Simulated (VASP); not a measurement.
Write the native input for VASP 6.6.1 that does the following.

| Property | Result |
| --- | --- |
| Task | relaxation of cell and atoms |
| Functional | PBE |
| Potentials or basis | VASP PAW PBE potentials, release 64 (Ta_pv) |
| Cutoff | 600 eV |
| k mesh | 2 × 2 × 2, shifted |
| Occupations | gaussian, width 0.1 eV |
| Spin | no spin polarisation |
| Dipole correction | no |
| Further INCAR settings | ALGO = Normal; EDIFF = 1e-06; ISYM = 0; IBRION = 2; EDIFFG = -0.04; NSW = 90; ISIF = 3 |

The structure of Ta lies in POSCAR:

```
Ta
1.0
    6.5175240000     -0.5440940000      0.1265990000
   -0.5440940000      6.3524020000     -0.3153800000
    0.1265990000     -0.3153800000      6.8878170000
Ta
12
Direct
    0.0877716420      0.1766578403      0.6323594367
    0.2019754228      0.3604617656      0.0841964588
    0.8377716420      0.4266578403      0.3823594367
    0.5877716420      0.6766578403      0.1323594367
    0.5198735324      0.3935598029      0.7332779477
    0.3377716420      0.9266578403      0.8823594367
    0.4519754228      0.1104617656      0.3341964588
    0.7698735324      0.1435598029      0.9832779477
    0.7019754228      0.8604617656      0.5841964588
    0.2698735324      0.6435598029      0.4832779477
    0.9519754228      0.6104617656      0.8341964588
    0.0198735324      0.8935598029      0.2332779477
```

One way to write it, as run:

INCAR

```
SYSTEM = Ta
PREC = Accurate ; ENCUT = 600
EDIFF = 1E-6 ; ISMEAR = 0
SIGMA = 0.1 ; LREAL = .FALSE.
LASPH = .TRUE. ; NELM = 100
ALGO = Normal ; ISIF = 3
LWAVE = .FALSE. ; LCHARG = .FALSE.
GGA = PE ; IBRION = 2
NSW = 90 ; EDIFFG = -0.04
ISYM = 0
```

KPOINTS

```
Automatic mesh
0
Gamma
  2 2 2
  0.5 0.5 0.5
```

Potentials or basis: VASP PAW PBE potentials, release 64 (Ta_pv).

The run is started by

```sh
$ cat potpaw_PBE.64/Ta_pv/POTCAR > POTCAR
$ mpirun -np 1 vasp_std > vasp.out
```

Results of the run:

| Item | Value |
| --- | --- |
| Relaxed volume | 18.50 Å³/atom |
| Relaxed cell | a = 5.582 Å, b = 5.494 Å, c = 7.359 Å, α = 94.24°, β = 84.55°, γ = 82.78° |
| Space group after relaxing (to 0.1 Å) | R-3m (No. 166) |
| Pressure after relaxing | 0.0 GPa |
| Largest force after relaxing | 0.038 eV/Å |
| Band gap on the k mesh | zero (bands 66 and 67 overlap by 0.31 eV) |

Caveat: the k points lie up to 0.58 Å⁻¹ apart in the final cell; the volume moved by over 15 % at a fixed basis, so the end points are rough; spin-orbit coupling is left out, which moves the levels of the heavy elements.

It took 67 min on 1 thread of Oxide Virtual Turin-like Processor, on a shared host, peak memory 0.42 GiB.
